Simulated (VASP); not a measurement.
Zr3HC2: single point with PBEsol

Crystal: Zr3HC2.

```xyz
6
Lattice="3.3596 0.0000 0.0000 -1.6798 2.9095 0.0000 0.0000 0.0000 8.0238" Properties=species:S:1:pos:R:3 pbc="T T T"
Zr    0.0000    0.0000    4.0119
Zr    0.0000    1.9397    1.4289
Zr    1.6798    0.9698    6.5949
H     0.0000    0.0000    0.0000
C     0.0000    1.9397    5.4208
C     1.6798    0.9698    2.6031
```

```
Program             : VASP 6.6.1
Task                : single point
Functional          : PBEsol
Potentials or basis : VASP PAW PBE potentials, release 64 (Zr_sv, H, C)
Cutoff              : 520 eV
k mesh              : 7 × 7 × 3
Occupations         : fermi-dirac, width 0.1 eV
Spin                : no spin polarisation
```

The pressure is -6.5 GPa and the largest force is 0.392 eV/Å.

Forces in eV/Å, atoms in the order of the input:
```
Zr   0.000  0.000  0.000
Zr   0.000  0.000  0.392
Zr   0.000  0.000 -0.392
H    0.000  0.000  0.000
C    0.000  0.000 -0.025
C    0.000  0.000  0.025
```

Stress tensor (GPa, compression positive):
```
-6.63  0.00  0.00
 0.00 -6.63  0.00
 0.00  0.00 -6.09
```

Levels at points of the mesh, in eV from the Fermi level:
```tsv
k point	band 18	band 19	band 20	band 21	band 22	band 23	band 24	band 25	band 26	band 27
(0.00, 0.00, 0.00)	-2.90	-2.90	-1.93	-1.93	0.66	0.66	1.07	2.64	2.64	2.73
```

Wall time 27 s on 1 thread of Intel(R) Xeon(R) 6975P-C (Granite Rapids), on a shared host, peak memory 0.22 GiB.

Caveat: the PAW data sets were made with another functional, which shifts forces and pressure a little.
